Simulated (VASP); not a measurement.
Input of a VASP 6.6.1 run:

File INCAR:

```
SYSTEM = TiO2
PREC     = Accurate       ! precision mode
ENCUT    = 600            ! plane-wave cutoff, eV
EDIFF    = 1E-7           ! SCF threshold, eV
ISMEAR   = -1             ! smearing method
SIGMA    = 0.08           ! smearing width, eV
LREAL    = .False.        ! projectors in reciprocal space
LASPH    = .True.         ! aspherical terms in the spheres
NELM     = 100            ! most SCF steps
ALGO     = Normal         ! electronic algorithm
ISIF     = 4              ! what is computed and relaxed
LWAVE    = .False.        ! write WAVECAR
LCHARG   = .False.        ! write CHGCAR
GGA      = PE             ! functional
IBRION   = 2              ! ionic algorithm
NSW      = 50             ! ionic steps
EDIFFG   = -0.005         ! ionic threshold
```

KPOINTS

```
regular mesh
0
Gamma
  8 8 11
  0 0 0
```

POSCAR

```
TiO2
1.0
    4.3103347563      0.0000000000      0.0000000000
    0.0000000000      4.3103347563      0.0000000000
    0.0000000000      0.0000000000      2.7515255338
Ti O
2 4
Direct
    0.0000000000      0.0000000000      0.0000000000
    0.5000000000      0.5000000000      0.5000000000
    0.3051261056      0.3051261056      0.0000000000
    0.6948738944      0.6948738944      0.0000000000
    0.8051261056      0.1948738944      0.5000000000
    0.1948738944      0.8051261056      0.5000000000
```

Potentials or basis: VASP PAW PBE potentials, release 64 (Ti_sv, O).

Command:

```console
$ cat potpaw_PBE.64/Ti_sv/POTCAR potpaw_PBE.64/O/POTCAR > POTCAR
$ mpirun -np 1 vasp_std > vasp.out
```

Question: What does it give for the band gap on the k mesh?

Answer: 2.19 eV, direct.

The path:
```tsv
step	energy change (eV)	largest force (eV/Å)	pressure (GPa)	volume (Å³)
1	0.0000	1.5649	81.84	51.12
2	0.1084	2.3927	77.65	51.12
3	-0.1664	0.1325	77.86	51.12
4	-0.1664	0.1671	77.82	51.12
5	-0.1724	0.0613	77.62	51.12
6	-0.1730	0.0149	77.54	51.12
7	-0.1730	0.0182	77.54	51.12
8	-0.1730	0.0195	77.60	51.12
9	-0.1730	0.0042	77.56	51.12
```

A k mesh can miss the band edges.
